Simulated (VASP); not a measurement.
HgTe (zinc blende type):

```
CELL_PARAMETERS angstrom
0.00000 3.33000 3.33000
3.33000 0.00000 3.33000
3.33000 3.33000 0.00000
ATOMIC_POSITIONS crystal
Hg 0.00000 0.00000 0.00000
Te 0.25000 0.25000 0.25000
```

Base run:

| Item | Value |
| --- | --- |
| Program | VASP 6.6.1 |
| Functional | r2SCAN |
| Potentials or basis | VASP PAW PBE potentials, release 64 (Hg, Te) |
| Cutoff | 520 eV |
| k mesh | 6 × 6 × 6 |
| Occupations | fermi-dirac, width 0.02 eV |
| Spin | no spin polarisation |

Its results: band gap on the k mesh zero (filled and empty bands touch); pressure -1.3 GPa.

The run is repeated on the same cell with these changes: functional from r2SCAN to PBE. What comes out?

Band gap on the k mesh zero (filled and empty bands touch); pressure 0.0 GPa.

Caveats: spin-orbit coupling is left out, which moves the levels of the heavy elements; the PAW data sets were made with another functional, which shifts forces and pressure a little (some runs).
